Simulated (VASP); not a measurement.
Here is a VASP 6.6.1 calculation.

Contents of INCAR:

```
PREC = Accurate
ENCUT = 750
EDIFF = 1E-6
ISMEAR = 0
SIGMA = 0.1
LREAL = F
LASPH = T
NELM = 120
ALGO = Normal
ISIF = 2
LWAVE = F
LCHARG = T
GGA = CA
LELF = T
LVHAR = T
NBANDS = 45
GGA_COMPAT = F
```

Contents of KPOINTS:

```
regular mesh
0
Gamma
  6 6 6
```

The input POSCAR:

```
LiNbO3
1.0
    2.5758000000      1.4871388200      4.6230000000
   -2.5758000000      1.4871388200      4.6230000000
    0.0000000000     -2.9742776500      4.6230000000
Li Nb O
2 2 6
Direct
    0.7185000000      0.7185000000      0.7185000000
    0.2185000000      0.2185000000      0.2185000000
    0.9999450000      0.9999450000      0.9999450000
    0.4999450000      0.4999450000      0.4999450000
    0.2804100000      0.6416400000      0.8876900000
    0.6416400000      0.8876900000      0.2804100000
    0.8876900000      0.2804100000      0.6416400000
    0.3876900000      0.1416400000      0.7804100000
    0.7804100000      0.3876900000      0.1416400000
    0.1416400000      0.7804100000      0.3876900000
```

Potentials or basis: VASP PAW LDA potentials, release 64 (Li_sv, Nb_sv, O).

Run with:

```bash
$ cat potpaw_LDA.64/Li_sv/POTCAR potpaw_LDA.64/Nb_sv/POTCAR potpaw_LDA.64/O/POTCAR > POTCAR
$ mpirun -np 1 vasp_std > vasp.out
```

(1) Estimate the pressure.

(2) What does it give for the largest force?

(3) Estimate the band gap on the k mesh.

## Answers

(1) -5.8 GPa.

(2) 0.234 eV/Å.

(3) 3.53 eV (least direct gap 3.54 eV).

Caveat: the cell stands under tension.
